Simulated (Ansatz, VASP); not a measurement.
AlV2C: VASP beside Ansatz

INCAR

```
PREC = Accurate ; ENCUT = 520
EDIFF = 1E-6 ; ISMEAR = -1
SIGMA = 0.05 ; LREAL = F
LASPH = T ; NELM = 150
ALGO = Normal ; ISIF = 2
LWAVE = F ; LCHARG = F
ISPIN = 2 ; MAGMOM = 2 -2 2 -2 0 0 0 0
LORBIT = 11 ; LMAXMIX = 4
GGA = PS ; NBANDS = 47
```

The input KPOINTS:

```
regular mesh
0
Gamma
  11 11 2
```

POSCAR

```
AlV2C
1.0
    2.8875990726      0.0000000000      0.0000000000
   -1.4437995363      2.5007341528      0.0000000000
    0.0000000000      0.0000000000     13.1048231100
V Al C
4 2 2
Direct
    0.3333333333      0.6666666667      0.9136157800
    0.6666666667      0.3333333333      0.0863842200
    0.6666666667      0.3333333333      0.4136157800
    0.3333333333      0.6666666667      0.5863842200
    0.6666666667      0.3333333333      0.7500000000
    0.3333333333      0.6666666667      0.2500000000
    0.0000000000      0.0000000000      0.5000000000
    0.0000000000      0.0000000000      0.0000000000
```

The input input.yaml:

```yaml
crystal:
  lattice:
    - [2.8875990726, 0.0, 0.0]
    - [-1.4437995363, 2.5007341528, 0.0]
    - [0.0, 0.0, 13.10482311]
  atoms:
    - { symbol: V, position: [0.3333333333, 0.6666666667, 0.91361578], spin: 2.0 }
    - { symbol: V, position: [0.6666666667, 0.3333333333, 0.08638422], spin: -2.0 }
    - { symbol: V, position: [0.6666666667, 0.3333333333, 0.41361578], spin: 2.0 }
    - { symbol: V, position: [0.3333333333, 0.6666666667, 0.58638422], spin: -2.0 }
    - { symbol: Al, position: [0.6666666667, 0.3333333333, 0.75] }
    - { symbol: Al, position: [0.3333333333, 0.6666666667, 0.25] }
    - { symbol: C, position: [0.0, 0.0, 0.5] }
    - { symbol: C, position: [0.0, 0.0, 0.0] }
hamiltonian:
  xc: pbesol
  pseudopotentials: { kind: paw }
magnetization:
  spin_polarized: true
kpoints:
  mp_grid: { grid: [11, 11, 2] }
scf:
  occupations: { method: fermi_dirac, width: 0.05 }
output:
  forces: true
  stress: true
  eigenvalues: true
```

Alike in both runs: task single point; functional PBEsol; k mesh 11 × 11 × 2; occupations fermi-dirac, width 0.05 eV; collinear spin.

|  | VASP | Ansatz |
| --- | --- | --- |
| version | VASP 6.6.1 | Ansatz 0.2.0 |
| potentials or method | VASP PAW PBE potentials, release 64 (V_sv, Al, C) | Ansatz PAW |
| plane-wave cutoff (eV) | 520 | 420 |
| valence electrons in the cell | 66 | 66 |

VASP gave:

```
gap on the k mesh at the Fermi level (eV)                     : none
pressure (GPa)                                                : -3.5
traceless stress, the component that is largest in VASP (GPa) : -0.57
rms of the force components (eV/Å)                            : 0.182
net moment per atom (μB)                                      : 0.00
```

**Question.** What did Ansatz give for the same quantities?

**Answer.** gap on the k mesh at the Fermi level (eV): none; pressure (GPa): -3.8; traceless stress, the component that is largest in VASP (GPa): -0.57; rms of the force components (eV/Å): 0.195; net moment per atom (μB): 0.00.

VASP's potentials were made for PBE, not for PBEsol. Atom by atom the forces differ by 0.013 eV/Å (rms over components). A gap of «none» marks a metal or a gap that the smearing closes.
